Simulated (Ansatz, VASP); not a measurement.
Two plane-wave programs on Au

File INCAR:

```
SYSTEM = Au
PREC = Accurate
ENCUT = 520
EDIFF = 1E-7
ISMEAR = -1
SIGMA = 0.05
LREAL = .FALSE.
LASPH = .TRUE.
NELM = 60
ALGO = Normal
ISIF = 2
LWAVE = .FALSE.
LCHARG = .FALSE.
GGA = PE
NBANDS = 12
```

KPOINTS

```
regular mesh
0
G
  9 9 9
  0 0 0
```

File POSCAR:

```
Au
1.0
    0.0000000000      2.0350000000      2.1164000000
    2.0350000000      0.0000000000      2.1164000000
    2.0350000000      2.0350000000      0.0000000000
Au
1
Direct
    0.0000000000      0.0000000000      0.0000000000
```

Contents of input.yaml:

```yaml
crystal:
  lattice:
    - [0.0, 2.035, 2.1164]
    - [2.035, 0.0, 2.1164]
    - [2.035, 2.035, 0.0]
  atoms:
    - { symbol: Au, position: [0.0, 0.0, 0.0] }
hamiltonian:
  xc: pbe
  pseudopotentials: { kind: paw }
kpoints:
  mp_grid: { grid: [9, 9, 9] }
scf:
  occupations: { method: fermi_dirac, width: 0.05 }
output:
  forces: true
  stress: true
  eigenvalues: true
  write_density: true
  write_potential: true
  elf: true
  volumetric_format: npy
```

Alike in both runs: task single point; functional PBE; k mesh 9 × 9 × 9; occupations fermi-dirac, width 0.05 eV; no spin polarisation.

|  | VASP | Ansatz |
| --- | --- | --- |
| version | VASP 6.6.1 | Ansatz 0.2.0 |
| potentials or method | VASP PAW PBE potentials, release 64 (Au) | Ansatz PAW |
| plane-wave cutoff (eV) | 520 | 420 |
| valence electrons in the cell | 11 | 19 |

VASP gave:

| Item | Value |
| --- | --- |
| gap on the k mesh at the Fermi level (eV) | none |
| pressure (GPa) | 3.4 |
| traceless stress, the component that is largest in VASP (GPa) | -1.71 |

Task: Which values does Ansatz return?

Result: gap on the k mesh at the Fermi level (eV): none; pressure (GPa): 3.7; traceless stress, the component that is largest in VASP (GPa): -1.71.

A gap of «none» marks a metal or a gap that the smearing closes. The functional is the same, so the differences come from potentials, cutoffs and numerics. VASP's potentials hold 11 valence electrons a cell and Ansatz's 19, so a difference there can come from the potentials and not from the codes.

Spin-orbit coupling is off throughout.
